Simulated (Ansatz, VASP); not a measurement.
**Two plane-wave programs on B**

```
B
1.0
     2.61972    0.00000    0.00000
    -1.30986    2.26874    0.00000
     0.00000    0.00000    3.79175
B
2
Direct
  0.33333 0.66667 0.00000
  0.66667 0.33333 0.00000
```

Alike in both runs: task relaxation of cell and atoms; functional PBE; dispersion D3(BJ); k mesh 12 × 12 × 6; occupations gaussian, width 0.1 eV; no spin polarisation.

|  | VASP | Ansatz |
| --- | --- | --- |
| version | VASP 6.6.1 | Ansatz 0.2.0 |
| potentials or method | VASP PAW PBE potentials, release 64 (B), cutoff 600 eV | scalar-relativistic, plane waves, PAW |
| valence electrons in the cell | 6 | 6 |

```csv
,VASP,Ansatz,Ansatz less VASP
"gap on the k mesh at the Fermi level, each at its own relaxed structure (eV)",none,none,-
relaxed volume (Å³/atom),7.34,7.33,-0.014
relaxed cell length with the largest relative difference (Å),1.868,1.866,-0.0020
```

A gap of «none» marks a metal or a gap that the smearing closes.

Noted on VASP's run: the volume moved by over 15 % at a fixed basis, so the end points are rough.
